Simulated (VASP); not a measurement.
Input of a VASP 6.6.1 run:

INCAR

```
SYSTEM = GaAs
PREC = Accurate
ENCUT = 500
EDIFF = 1E-6
ISMEAR = 0
SIGMA = 0.02
LREAL = .False.
LASPH = .True.
NELM = 120
ALGO = Normal
ISIF = 2
LWAVE = .False.
LCHARG = .True.
GGA = PS
LELF = .True.
LVHAR = .True.
NBANDS = 16
GGA_COMPAT = .False.
```

Contents of KPOINTS:

```
Automatic mesh
0
Gamma
  12 12 12
  0 0 0
```

POSCAR

```
GaAs
1.0
    0.0000000000      2.8295489286      2.8295489286
    2.8295489286      0.0000000000      2.8295489286
    2.8295489286      2.8295489286      0.0000000000
Ga As
1 1
Direct
    0.0000000000      0.0000000000      0.0000000000
    0.7500000000      0.7500000000      0.7500000000
```

Potentials or basis: VASP PAW PBE potentials, release 64 (Ga_d, As).

Run with:

```sh
$ cat potpaw_PBE.64/Ga_d/POTCAR potpaw_PBE.64/As/POTCAR > POTCAR
$ mpirun -np 1 vasp_std > vasp.out
```

Task: What does it give for the pressure?

Result: 0.2 GPa.

Task: What does it give for the band gap on the k mesh?

Result: 0.43 eV, direct.

Caveat: the PAW data sets were made with another functional, which shifts forces and pressure a little. A k mesh can miss the band edges.
